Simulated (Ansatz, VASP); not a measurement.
**Cu in VASP and in Ansatz**

INCAR

```
SYSTEM = Cu
PREC = Accurate
ENCUT = 520
EDIFF = 1E-6
ISMEAR = -1
SIGMA = 0.1
LREAL = .False.
LASPH = .True.
NELM = 80
ALGO = Normal
ISIF = 2
LWAVE = .False.
LCHARG = .False.
GGA = RE
NBANDS = 12
```

Contents of KPOINTS:

```
Automatic mesh
0
Gamma
  17 17 17
  0 0 0
```

The input POSCAR:

```
Cu
1.0
   -1.4151833923      1.4151833923      1.4151833923
    1.4151833923     -1.4151833923      1.4151833923
    1.4151833923      1.4151833923     -1.4151833923
Cu
1
Direct
    0.0000000000      0.0000000000      0.0000000000
```

Input for Ansatz:

```yaml
crystal:
  lattice:
    - [-1.4151833923, 1.4151833923, 1.4151833923]
    - [1.4151833923, -1.4151833923, 1.4151833923]
    - [1.4151833923, 1.4151833923, -1.4151833923]
  atoms:
    - { symbol: Cu, position: [0.0, 0.0, 0.0] }
hamiltonian:
  xc: revpbe
  pseudopotentials:
    kind: paw
    azcp:
      Cu: "pseudopotentials/Cu.paw.azcp"
basis:
  ecutwfc: 420
  fft_grid_basis: typed
kpoints:
  mp_grid: { grid: [17, 17, 17], shift: [0, 0, 0] }
magnetization:
  spin_polarized: false
scf:
  occupations: { method: fermi_dirac, width: 0.1 }
  lower_state_search: "off"
output:
  stress: true
```

Alike in both runs: task single point; functional revPBE; k mesh 17 × 17 × 17; occupations fermi-dirac, width 0.1 eV; no spin polarisation.

```csv
,VASP,Ansatz
version,VASP 6.6.1,Ansatz 0.2.0
potentials or method,"VASP PAW PBE potentials, release 64 (Cu), cutoff 520 eV","plane waves (420 eV) with PAW, scalar-relativistic"
valence electrons in the cell,11,19
```

|  | VASP | Ansatz | Ansatz less VASP |
| --- | --- | --- | --- |
| pressure (GPa) | 13.6 | 13.0 | -0.58 |

VASP's potentials were made for PBE, not for revPBE. VASP's potentials hold 11 valence electrons a cell and Ansatz's 19, so a difference there can come from the potentials and not from the codes.
